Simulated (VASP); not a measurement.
Here is a VASP 6.6.1 calculation.

Contents of INCAR:

```
PREC = Accurate
ENCUT = 520
EDIFF = 1E-6
ISMEAR = -1
SIGMA = 0.1
LREAL = False
LASPH = True
NELM = 100
ALGO = Normal
ISIF = 2
LWAVE = False
LCHARG = True
GGA = PE
LELF = True
LVHAR = True
NBANDS = 19
```

The input KPOINTS:

```
Automatic mesh
0
Gamma
  12 12 12
```

Contents of POSCAR:

```
TiO2
1.0
    0.0000000000      2.3142502914      2.3142502914
    2.3142502914      0.0000000000      2.3142502914
    2.3142502914      2.3142502914      0.0000000000
Ti O
1 2
Direct
    0.0000000000      0.0000000000      0.0000000000
    0.2500000000      0.2500000000      0.2500000000
    0.7500000000      0.7500000000      0.7500000000
```

Potentials or basis: VASP PAW PBE potentials, release 64 (Ti_sv, O).

Run with:

```bash
$ cat potpaw_PBE.64/Ti_sv/POTCAR potpaw_PBE.64/O/POTCAR > POTCAR
$ mpirun -np 1 vasp_std > vasp.out
```

Problem. Predict the band gap on the k mesh.

Solution. 1.20 eV, indirect (least direct gap 2.07 eV).

Problem. Predict the pressure.

Solution. 42.8 GPa.

 A k mesh can miss the band edges.
